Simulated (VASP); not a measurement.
Runs of VASP 6.6.1 on KI. The structure is that of space group Fm-3m (No. 225), or close to it. The cells are those of the table. 

```csv
task,level,spin,cell,k mesh,cutoff (eV),smearing,grid for exact exchange (PRECFOCK),share of exact exchange,gap on the mesh (eV),pressure (GPa)
single point,PBE0,off,"a = 5.062 Å, angles 60.0°, 2 atoms",4 × 4 × 4,520,fermi-dirac 0.05 eV,Normal,0.25,5.57,-0.1
single point,PBEsol,off,"a = 4.207 Å, angles 60.0°, 2 atoms",7 × 7 × 7,520,fermi-dirac 0.05 eV,-,-,3.24,(b)
single point,PBEsol,"non-collinear, zero start, SOC","a = 4.996 Å, angles 60.0°, 2 atoms",5 × 5 × 5,520,fermi-dirac 0.05 eV,-,-,-,-0.2
relaxation of cell and atoms,PBEsol,off,"relaxed to 30 GPa from a = 4.996 Å, angles 60.0°, 2 atoms",7 × 7 × 7,600,fermi-dirac 0.05 eV,-,-,2.75,30.0
single point,PBE0,off,"a = 5.094 Å, angles 60.0°, 2 atoms",4 × 4 × 4,520,fermi-dirac 0.05 eV,Normal,0.25,(a),-0.3
single point,PBE0,off,"a = 4.929 Å, angles 60.0°, 2 atoms",4 × 4 × 4,520,fermi-dirac 0.05 eV,Normal,0.25,5.77,0.9
single point,r2SCAN,off,"a = 4.996 Å, angles 60.0°, 2 atoms",6 × 6 × 6,520,gaussian 0.01 eV,-,-,(c),0.1
single point,PBEsol,off,"a = 4.996 Å, angles 60.0°, 2 atoms",5 × 5 × 5,520,fermi-dirac 0.05 eV,-,-,3.81,-0.3
```

Alike in all rows: potentials or basis VASP PAW PBE potentials, release 64 (I, K_sv).

Question: Fill in the values left out.

Answer: (a) 5.52; (b) 20.3; (c) 4.61.

Caveats: the PAW data sets were made with another functional, which shifts forces and pressure a little; spin-orbit coupling is left out, which moves the levels of the heavy elements (at least some runs); an odd mesh through Γ misses points on the zone boundary, where band edges can lie (at least some runs); the cell stands under pressure (at least some runs); the cell is relaxed towards a set pressure, so the run minimises the enthalpy, not the energy (at least some runs).

A k mesh can miss the band edges, and rows without SOC leave out spin-orbit coupling on I.
